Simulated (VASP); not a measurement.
Write the native input for VASP 6.6.1 that does the following.

- Task: single point
- Functional: PBE
- Potentials or basis: VASP PAW PBE potentials, release 64 (Re_sv_GW, Ag_sv_GW, Br)
- Cutoff: 630 eV
- k mesh: 3 × 3 × 3
- Occupations: gaussian, width 0.2243 eV
- Spin: no spin polarisation
- Hubbard terms: Br p U = 1.62 eV
- Dipole correction: no
- Further INCAR settings: ALGO = Normal; EDIFF = 1e-06; NBANDS = 58

The structure of ReAg2Br6 lies in POSCAR:

```
ReAg2Br6
1.0
    6.8592960000      0.0000000000      0.0000000000
   -3.4296480000      5.9403300000      0.0000000000
   -3.4296480000      1.9801100000      5.8196480000
Re Ag Br
1 2 6
Direct
    0.5000000000      0.5000000000      0.5001000000
    0.7657000000      0.2343000000      0.2970000000
    0.2343000000      0.7657000000      0.7030000000
    0.3721700000      0.2683300000      0.2564100000
    0.7316700000      0.8474300000      0.2564100000
    0.1525700000      0.6278300000      0.2564100000
    0.6278300000      0.7316700000      0.7435900000
    0.2683300000      0.1525700000      0.7435900000
    0.8474300000      0.3721700000      0.7435900000
```

These files were run (other wordings do the same):

INCAR

```
SYSTEM = ReAg2Br6
PREC = Accurate ; ENCUT = 630
EDIFF = 1E-6 ; ISMEAR = 0
SIGMA = 0.2243 ; LREAL = .False.
LASPH = .True. ; NELM = 200
ALGO = Normal ; ISIF = 2
LWAVE = .False. ; LCHARG = .False.
LMAXMIX = 4 ; LDAU = .True.
LDAUTYPE = 2 ; LDAUL = -1 -1 1
LDAUU = 0 0 1.62 ; LDAUJ = 0 0 0
LDAUPRINT = 1 ; GGA = PE
NBANDS = 58 ; GGA_COMPAT = .False.
```

KPOINTS

```
regular mesh
0
Gamma
  3 3 3
  0 0 0
```

Potentials or basis: VASP PAW PBE potentials, release 64 (Re_sv_GW, Ag_sv_GW, Br).

The run is started by

```sh
$ cat potpaw_PBE.64/Re_sv_GW/POTCAR potpaw_PBE.64/Ag_sv_GW/POTCAR potpaw_PBE.64/Br/POTCAR > POTCAR
$ mpirun -np 1 vasp_std > vasp.out
```

It gave:

| Property | Result |
| --- | --- |
| Pressure | 2.9 GPa |
| Largest force | 0.624 eV/Å |
| Band gap on the k mesh | zero (an odd number of electrons rules out a gap without spin polarisation) |

Caveat: the k points lie up to 0.37 Å⁻¹ apart, too coarse for converged energies and pressures of a metal; spin-orbit coupling is left out, which moves the levels of the heavy elements; an odd number of electrons without spin polarisation forces a metal; a magnetic or distorted state may lie lower; U without spin polarisation on a metal has little footing.

Run time: 4.5 min on 1 thread of Intel(R) Xeon(R) 6975P-C (Granite Rapids), with other jobs on the host, peak memory 0.61 GiB.
